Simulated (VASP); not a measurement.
# Ta2N (P-3m1) in VASP: a series of runs

The runs below take Ta2N through single point, with r2SCAN.

Everything below comes from runs of VASP 6.6.1. Logs are shortened: lines on timing, memory, paths and dates and some standing lists are left out, and cuts for length are marked.

## (1) The cell of the first run

The structure is trigonal, space group P-3m1 (No. 164). Conventional cell: a = 3.049 Å, b = 3.049 Å, c = 4.770 Å, α = 90.00°, β = 90.00°, γ = 120.00°. Within 2.8 Å of Ta (site symmetry 3m) lie 3 N at 2.14 Å. N (site symmetry -3m) has 6 Ta at 2.14 Å within 2.8 Å.

## (2) Single point, r2SCAN

File POSCAR:

```
Ta2N
1.0
    3.0493158896      0.0000000000      0.0000000000
   -1.5246579448      2.6407850245      0.0000000000
    0.0000000000      0.0000000000      4.7704285953
Ta N
2 1
Direct
    0.3333333333      0.6666666667      0.2547110000
    0.6666666667      0.3333333333      0.7452890000
    0.0000000000      0.0000000000      0.0000000000
```

File INCAR.step1:

```
SYSTEM = Ta2N
  PREC = Accurate
  ENCUT = 770
  ISMEAR = -1
  SIGMA = 0.05
  LREAL = .FALSE.
  LASPH = .TRUE.
  NELM = 120
  NBANDS = 22
  GGA = PE
  ALGO = Normal
  EDIFF = 1E-5
  LWAVE = .TRUE.
  LCHARG = .FALSE.
  GGA_COMPAT = .FALSE.
```

File INCAR.step2:

```
SYSTEM = Ta2N
  PREC = Accurate
  ENCUT = 770
  EDIFF = 1E-6
  ISMEAR = -1
  SIGMA = 0.05
  LREAL = .FALSE.
  LASPH = .TRUE.
  NELM = 120
  ALGO = Normal
  ISIF = 2
  LWAVE = .FALSE.
  LCHARG = .FALSE.
  METAGGA = R2SCAN
  LMIXTAU = .TRUE.
  NBANDS = 22
  ISTART = 1
  GGA_COMPAT = .FALSE.
```

File KPOINTS:

```
Automatic mesh
0
G
  10 10 6
  0 0 0
```

Potentials or basis: VASP PAW PBE potentials, release 64 (Ta_sv_GW, N).

The run is started by

```sh
cat potpaw_PBE.64/Ta_sv_GW/POTCAR potpaw_PBE.64/N/POTCAR > POTCAR
cp INCAR.step1 INCAR
mpirun -np 1 vasp_std > vasp.out
cp INCAR.step2 INCAR
mpirun -np 1 vasp_std > vasp.out
```

OUTCAR:

```text
SYSTEM = Ta2N
   PREC = Accurate
   ENCUT = 770
   EDIFF = 1E-6
   ISMEAR = -1
   LREAL = .FALSE.
   LASPH = .TRUE.
   NELM = 120
   ISIF = 2
   METAGGA = R2SCAN
   ISTART = 1

 ion  position               nearest neighbor table
   1  0.333  0.667  0.255-   3 2.14   3 2.14   3 2.14   2 2.93   2 2.93   2 2.93   2 3.00   2 3.00
                             2 3.00
   2  0.667  0.333  0.745-   3 2.14   3 2.14   3 2.14   1 2.93   1 2.93   1 2.93   1 3.00   1 3.00
                             1 3.00
   3  0.000  0.000  0.000-   1 2.14   2 2.14   1 2.14   2 2.14   2 2.14   1 2.14

  LATTYP: Found a hexagonal cell.
 ALAT       =     3.0493158896
 C/A-ratio  =     1.5644258476

  Lattice vectors:

 A1 = (   3.0493158896,   0.0000000000,   0.0000000000)
 A2 = (  -1.5246579448,   2.6407850245,   0.0000000000)
 A3 = (   0.0000000000,   0.0000000000,   4.7704285953)

Analysis of symmetry for initial positions (statically):
=====================================================================
 Subroutine PRICEL returns:
 Original cell was already a primitive cell.

 Routine SETGRP: Setting up the symmetry group for a
 hexagonal supercell.

 Subroutine GETGRP returns: Found 12 space group operations
 (whereof 12 operations were pure point group operations)
 out of a pool of 24 trial point group operations.

The static configuration has the point symmetry D_3d.

Analysis of symmetry for dynamics (positions and initial velocities):
=====================================================================
 Subroutine PRICEL returns:
 Original cell was already a primitive cell.

 Routine SETGRP: Setting up the symmetry group for a
 hexagonal supercell.

 Subroutine GETGRP returns: Found 12 space group operations
 (whereof 12 operations were pure point group operations)
 out of a pool of 24 trial point group operations.

The dynamic configuration has the point symmetry D_3d.

 Subroutine INISYM returns: Found 12 space group operations
 (whereof 12 operations are pure point group operations),
 and found     1 'primitive' translations

----------------------------------------------------------------------------------------

                                     Primitive cell

  volume of cell :      38.4143

  direct lattice vectors                    reciprocal lattice vectors
     3.049315890  0.000000000  0.000000000     0.327942409  0.189337638  0.000000000
    -1.524657945  2.640785024  0.000000000     0.000000000  0.378675277  0.000000000
     0.000000000  0.000000000  4.770428595     0.000000000  0.000000000  0.209624771

  length of vectors
     3.049315890  3.049315890  4.770428595     0.378675277  0.378675277  0.209624771

  position of ions in fractional coordinates (direct lattice)
     0.333333333  0.666666667  0.254711000
     0.666666667  0.333333333  0.745289000
     0.000000000  0.000000000  0.000000000

  ion indices of the primitive-cell ions
   primitive index   ion index
                 1           1
                 2           2
                 3           3

----------------------------------------------------------------------------------------

 KPOINTS: Automatic mesh

Automatic generation of k-mesh.
 Grid dimensions read from file:
 generate k-points for:   10   10    6

 Generating k-lattice:

  Cartesian coordinates                     Fractional coordinates (reciprocal lattice)
     0.032794241  0.018933764  0.000000000     0.100000000  0.000000000  0.000000000
     0.000000000  0.037867528  0.000000000     0.000000000  0.100000000  0.000000000
     0.000000000  0.000000000  0.034937462     0.000000000  0.000000000  0.166666667

  Length of vectors
     0.037867528  0.037867528  0.034937462

  Shift w.r.t. Gamma in fractional coordinates (k-lattice)
     0.000000000  0.000000000  0.000000000

 Subroutine IBZKPT returns following result:
 ===========================================

 Found     72 irreducible k-points:

 Following reciprocal coordinates:
            Coordinates               Weight
  0.000000  0.000000  0.000000      1.000000
  0.100000  0.000000  0.000000      6.000000
  0.200000  0.000000  0.000000      6.000000
  0.300000  0.000000  0.000000      6.000000
  0.400000  0.000000  0.000000      6.000000
  0.500000  0.000000  0.000000      3.000000
[... 16 lines left out ...]
  0.000000  0.400000  0.166667      6.000000
  0.500000  0.000000  0.166667      6.000000
 [... further k-points ...]
   k-points           NKPTS =     72   k-points in BZ     NKDIM =     72   number of bands    NBANDS=     22
   number of dos      NEDOS =    301   number of ions     NIONS =      3
   total plane-waves  NPLWV =  37632
   dimension x,y,z NGX =    28 NGY =   28 NGZ =   48
   dimension x,y,z NGXF=    56 NGYF=   56 NGZF=   96
   ions per type =               2   1
   NGX,Y,Z   is equivalent  to a cutoff of  15.27, 15.27, 16.73 a.u.
   NGXF,Y,Z  is equivalent  to a cutoff of  30.53, 30.53, 33.46 a.u.
 SYSTEM =  Ta2N
   PREC   = accura    normal or accurate (medium, high low for compatibility)
   ISTART =      1    job   : 0-new  1-cont  2-samecut
   ICHARG =      0    charge: 1-file 2-atom 10-const
   ISPIN  =      1    spin polarized calculation?
   LNONCOLLINEAR =      F non collinear calculations
   LSORBIT =      F    spin-orbit coupling
   LASPH  =      T    aspherical Exc in radial PAW
   ENCUT  =  770.0 eV  56.59 Ry    7.52 a.u.   6.90  6.90 10.79*2*pi/ulx,y,z
   NELM   =    120;   NELMIN=  2; NELMDL=  0     # of ELM steps
   EDIFF  = 0.1E-05   stopping-criterion for ELM
   LREAL  =      F    real-space projection
[... 7 lines left out ...]
   TEBEG  =    0.0;   TEEND  =   0.0 temperature during run
   PSTRESS=    0.0 pullay stress
   NELECT =      31.0000    total number of electrons
   NUPDOWN=      -1.0000    fix difference up-down
   EMIN   =  10.00;   EMAX   =-10.00  energy-range for DOS
   EFERMI =   0.00;   METHOD = LEGACY
   ISMEAR =    -1;   SIGMA  =   0.05  broadening in eV -4-tet -1-fermi 0-gaus
   EFERMI_NEDOS =   21; number of points for ismear=-14 and -15
   IALGO  =     38    algorithm
   IMIX   =      4    mixing-type and parameters
     AMIX     =   0.40;   BMIX     =  1.00
     AMIX_MAG =   1.60;   BMIX_MAG =  1.00
  volume/ion in A,a.u.               =      12.80        86.41
  Fermi-wavevector in a.u.,A,eV,Ry     =   1.524162  2.880248 31.607280  2.323070
  Thomas-Fermi vector in A             =   2.632506
   LORBIT       =      0    0 simple, 1 ext, 2 COOP (PROOUT), +10 PAW based schemes
   METAGGA = R2SCAN    functional components
   LHFCALC =     F    Hartree Fock is set to
   AEXX    =    0.0000 exact exchange contribution
   IVDW    =     0    specifies the selected vdW correction
   LEPSILON=     F    determine dielectric tensor
   LRPA    =     F    only Hartree local field effects (RPA)
 non-spin polarized calculation
  energy-cutoff  :      770.00
  volume of cell :       38.41
 maximum number of plane-waves:      1884
   NGX = 13   NGY = 13   NGZ = 21

 number of electron      30.9999999 magnetization

 Free energy of the ion-electron system (eV)
  ---------------------------------------------------
  ext. energy  EPLUGINS =         0.00000000
  ---------------------------------------------------
  free energy    TOTEN  =      -114.01816937 eV

  energy without entropy =     -114.00590244  energy(sigma->0) =     -114.01203590

 E-fermi :  12.7742     XC(G=0): -14.6232

 val. band max:       12.7729353153   @ k =   0.1000   0.0000   0.0000
 cond. band min:      12.7797167221   @ k =   0.1000   0.0000   0.0000
 fundamental gap:      0.0067814068
 Fermi energy:        12.7741826546

 k-point     1 :       0.0000    0.0000    0.0000
  band No.  band energies     occupation
      1     -57.8612      2.00000
      2     -57.7520      2.00000
      3     -24.3260      2.00000
      4     -23.3718      2.00000
      5     -23.3718      2.00000
      6     -23.2185      2.00000
[... 14 lines left out ...]
     21      14.0736      0.00000
     22      18.2525      0.00000

 k-point     2 :       0.1000    0.0000    0.0000
  band No.  band energies     occupation
      1     -57.8540      2.00000
      2     -57.7495      2.00000
      3     -24.2876      2.00000
      4     -23.4486      2.00000
      5     -23.3995      2.00000
      6     -23.2946      2.00000
[... 14 lines left out ...]
     21      14.8460      0.00000
     22      18.3560      0.00000

 k-point     3 :       0.2000    0.0000    0.0000
  band No.  band energies     occupation
      1     -57.8346      2.00000
      2     -57.7437      2.00000
      3     -24.1805      2.00000
      4     -23.6509      2.00000
      5     -23.4820      2.00000
      6     -23.4662      2.00000
[... 14 lines left out ...]
     21      16.7074      0.00000
     22      18.0299      0.00000

 k-point     4 :       0.3000    0.0000    0.0000
  band No.  band energies     occupation
      1     -57.8087      2.00000
      2     -57.7382      2.00000
      3     -24.0355      2.00000
      4     -23.8925      2.00000
      5     -23.6950      2.00000
      6     -23.5419      2.00000
[... 14 lines left out ...]
     21      17.5260      0.00000
     22      18.6532      0.00000

 k-point     5 :       0.4000    0.0000    0.0000
  band No.  band energies     occupation
      1     -57.7847      2.00000
      2     -57.7368      2.00000
      3     -24.1146      2.00000
      4     -23.8602      2.00000
      5     -23.8499      2.00000
      6     -23.5999      2.00000
[... 14 lines left out ...]
     21      17.5275      0.00000
     22      18.1947      0.00000

 k-point     6 :       0.5000    0.0000    0.0000
  band No.  band energies     occupation
      1     -57.7738      2.00000
      2     -57.7380      2.00000
      3     -24.1877      2.00000
      4     -23.9183      2.00000
      5     -23.7706      2.00000
      6     -23.6214      2.00000
[... 14 lines left out ...]
     21      17.5411      0.00000
     22      17.7641      0.00000

 k-point     7 :       0.1000    0.1000    0.0000
  band No.  band energies     occupation
      1     -57.8407      2.00000
      2     -57.7454      2.00000
      3     -24.2147      2.00000
      4     -23.5602      2.00000
      5     -23.5149      2.00000
      6     -23.3693      2.00000
[... 324 lines left out ...]
      6     -23.5287      2.00000
[... 14 lines left out ...]
     21      17.6123      0.00000
     22      17.9098      0.00000

 k-point    21 :       0.0000    0.3000    0.1667
  band No.  band energies     occupation
      1     -57.8040      2.00000
      2     -57.7429      2.00000
      3     -24.1117      2.00000
      4     -23.7867      2.00000
      5     -23.7041      2.00000
      6     -23.5197      2.00000
[... 14 lines left out ...]
     21      17.0154      0.00000
     22      18.9668      0.00000

 k-point    22 :       0.4000    0.0000    0.1667
  band No.  band energies     occupation
      1     -57.7815      2.00000
      2     -57.7400      2.00000
      3     -24.1373      2.00000
      4     -23.9614      2.00000
      5     -23.7467      2.00000
      6     -23.5825      2.00000
[... 14 lines left out ...]
     21      17.8874      0.00000
     22      18.3291      0.00000

 k-point    23 :       0.0000    0.4000    0.1667
  band No.  band energies     occupation
      1     -57.7816      2.00000
      2     -57.7400      2.00000
      3     -24.1937      2.00000
      4     -23.9131      2.00000
      5     -23.7174      2.00000
      6     -23.5777      2.00000
[... 14 lines left out ...]
     21      17.5108      0.00000
     22      19.6011      0.00000

 k-point    24 :       0.5000    0.0000    0.1667
  band No.  band energies     occupation
      1     -57.7714      2.00000
      2     -57.7404      2.00000
      3     -24.2291      2.00000
      4     -23.9861      2.00000
      5     -23.6851      2.00000
      6     -23.6009      2.00000
[... 14 lines left out ...]
     21      17.8828      0.00000
     22      18.8096      0.00000

 [... further k-points ...]
[... 5 lines left out ...]
  --------------------------------------------------------------------------------------
  -------------------------------------------------------------------------------------
  Total        3.1419028      3.1419028      3.9354105      0.0000000     -0.0000000      0.0000000
  in kB      131.0419832    131.0419832    164.1374780      0.0000000     -0.0000000      0.0000000
  external PRESSURE =     142.0738148 kB  Pullay stress =       0.0000000 kB

 VOLUME and BASIS-vectors are now :
 -----------------------------------------------------------------------------
  energy-cutoff  :      770.00
  volume of cell :       38.41
      direct lattice vectors                 reciprocal lattice vectors
     3.049315890  0.000000000  0.000000000     0.327942409  0.189337638  0.000000000
    -1.524657945  2.640785024  0.000000000     0.000000000  0.378675277  0.000000000
     0.000000000  0.000000000  4.770428595     0.000000000  0.000000000  0.209624771

 POSITION                                       TOTAL-FORCE (eV/Angst)
 -----------------------------------------------------------------------------------
     -0.00000      1.76052      1.21508         0.000000      0.000000      0.545368
      1.52466      0.88026      3.55535        -0.000000      0.000000     -0.545368
      0.00000      0.00000      0.00000         0.000000      0.000000      0.000000
 -----------------------------------------------------------------------------------
    total drift:                                0.000000     -0.000000     -0.000000

  FREE ENERGIE OF THE ION-ELECTRON SYSTEM (eV)
  ---------------------------------------------------
  free  energy   TOTEN  =      -114.0181693685 eV

  energy  without entropy=     -114.0059024360  energy(sigma->0) =     -114.01203590
```

Wall time 9.4 min (1 thread of Intel Xeon Platinum 8259CL at 2.50GHz (Skylake/Cascade Lake), shared host); peak memory 0.27 GiB.

What came out:

```
Free energy            : -114.0182 eV
Pressure               : 14.2 GPa
Largest force          : 0.545 eV/Å
Band gap on the k mesh : zero (an odd number of electrons rules out a gap without spin polarisation)
```

Forces in eV/Å, atoms in the order of the input:
```
Ta   0.000  0.000  0.545
Ta   0.000  0.000 -0.545
N    0.000  0.000  0.000
```

Stress tensor (GPa, compression positive):
```
13.10  0.00  0.00
 0.00 13.10  0.00
 0.00  0.00 16.41
```

Levels at points of the mesh, in eV from the Fermi level:
```csv
k point,band 13,band 14,band 15,band 16,band 17,band 18,band 19,band 20
"(0.00, 0.00, 0.00)",-5.36,-0.70,-0.22,-0.22,0.19,0.36,0.36,1.30
"(0.50, 0.00, 0.00)",-5.07,-3.00,-1.56,1.98,2.13,4.20,4.47,4.76
"(0.00, 0.00, 0.50)",-3.18,-2.99,-1.21,-1.21,1.94,2.42,2.60,2.60
"(0.50, 0.00, 0.50)",-3.61,-2.48,-2.32,-0.40,0.79,3.74,3.94,4.50
```

Caveat: the cell stands under pressure; the PAW data sets were made with another functional, which shifts forces and pressure a little; spin-orbit coupling is left out, which moves the levels of the heavy elements.

[end of part 1 of 2]

The gap in the log of VASP goes by the Fermi energy; the results here count the filled bands.